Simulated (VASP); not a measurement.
Write the native input for VASP 6.6.1 that does the following.

```yaml
Task: single point
Functional: PBEsol
Potentials_or_basis: VASP PAW PBE potentials, release 64 (Hf_pv, N)
Cutoff: 520 eV
k_mesh: 16 × 16 × 16
Occupations: gaussian, width 0.15 eV
Spin: no spin polarisation
Dipole_correction: no
Further_INCAR_settings: ALGO = Normal; EDIFF = 1e-06; NBANDS = 14
```

The structure of HfN lies in POSCAR:

```
HfN
1.0
    0.0000000000      2.4548220000      2.3934514500
    2.4548220000      0.0000000000      2.3934514500
    2.4548220000      2.4548220000      0.0000000000
Hf N
1 1
Direct
    0.0000000000      0.0000000000      0.0000000000
    0.7500000000      0.7500000000      0.7500000000
```

This cell differs from its parent crystal: strain +0.000 along x and y, -0.025 along z.

The input as run:

INCAR

```
ALGO = Normal ; EDIFF = 1E-6
ENCUT = 520 ; GGA = PS
ISIF = 2 ; ISMEAR = 0
LASPH = T ; LCHARG = F
LREAL = F ; LWAVE = F
NBANDS = 14 ; NELM = 100
PREC = Accurate ; SIGMA = 0.15
```

KPOINTS

```
k-points
0
Gamma
  16 16 16
```

Potentials or basis: VASP PAW PBE potentials, release 64 (Hf_pv, N).

Launch:

```sh
$ cat potpaw_PBE.64/Hf_pv/POTCAR potpaw_PBE.64/N/POTCAR > POTCAR
$ mpirun -np 1 vasp_std > vasp.out
```

Results of the run:

```yaml
Pressure: -1.0 GPa
Band_gap_on_the_k_mesh: zero (an odd number of electrons rules out a gap without spin polarisation)
```

Caveat: the cell differs from its parent crystal (strain +0.000 along x and y, -0.025 along z); the PAW data sets were made with another functional, which shifts forces and pressure a little; spin-orbit coupling is left out, which moves the levels of the heavy elements; an odd number of electrons without spin polarisation forces a metal; a magnetic or distorted state may lie lower.

Run time: 2.4 min on 1 thread of AMD EPYC 9R14 (Zen 4), with other jobs on the host, peak memory 0.25 GiB.
